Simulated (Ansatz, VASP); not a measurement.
## One calculation of GaP, two programs

File INCAR:

```
SYSTEM = GaP
  ALGO = Normal
  EDIFF = 1E-6
  ENCUT = 500
  GGA = PE
  GGA_COMPAT = .False.
  ISIF = 2
  ISMEAR = 0
  LASPH = .True.
  LCHARG = .True.
  LELF = .True.
  LREAL = .False.
  LVHAR = .True.
  LWAVE = .False.
  NBANDS = 16
  NELM = 120
  PREC = Accurate
  SIGMA = 0.1
```

Contents of KPOINTS:

```
k-points
0
Gamma
  6 6 6
  0 0 0
```

File POSCAR:

```
GaP
1.0
    0.0000000000      2.7694446601      2.7694446601
    2.7694446601      0.0000000000      2.7694446601
    2.7694446601      2.7694446601      0.0000000000
Ga P
1 1
Direct
    0.0000000000      0.0000000000      0.0000000000
    0.2500000000      0.2500000000      0.2500000000
```

Input for Ansatz:

```yaml
crystal:
  lattice:
    - [0.0, 2.7694446601, 2.7694446601]
    - [2.7694446601, 0.0, 2.7694446601]
    - [2.7694446601, 2.7694446601, 0.0]
  atoms:
    - { symbol: Ga, position: [0.0, 0.0, 0.0] }
    - { symbol: P, position: [0.25, 0.25, 0.25] }
basis:
  ecutwfc: 420
kpoints:
  mp_grid: { grid: [6, 6, 6] }
hamiltonian:
  xc: pbe
scf:
  occupations: { method: gaussian, width: 0.1 }
output:
  forces: true
  stress: true
  eigenvalues: true
```

Alike in both runs: task single point; functional PBE; k mesh 6 × 6 × 6; occupations gaussian, width 0.1 eV; no spin polarisation.

|  | VASP | Ansatz |
| --- | --- | --- |
| version | VASP 6.6.1 | Ansatz 0.2.0 |
| potentials or method | VASP PAW PBE potentials, release 64 (Ga_d, P), cutoff 500 eV | scalar-relativistic, plane waves, PAW |
| valence electrons in the cell | 18 | 18 |

|  | VASP | Ansatz | Ansatz less VASP |
| --- | --- | --- | --- |
| gap on the k mesh at the Fermi level (eV) | 1.43 | 1.43 | +0.003 |
| least direct gap on the mesh (eV) | 1.43 | 1.43 | +0.003 |
| pressure (GPa) | -1.4 | -1.3 | +0.07 |

With one functional, cell and mesh, what is left measures potentials, basis and numerics.
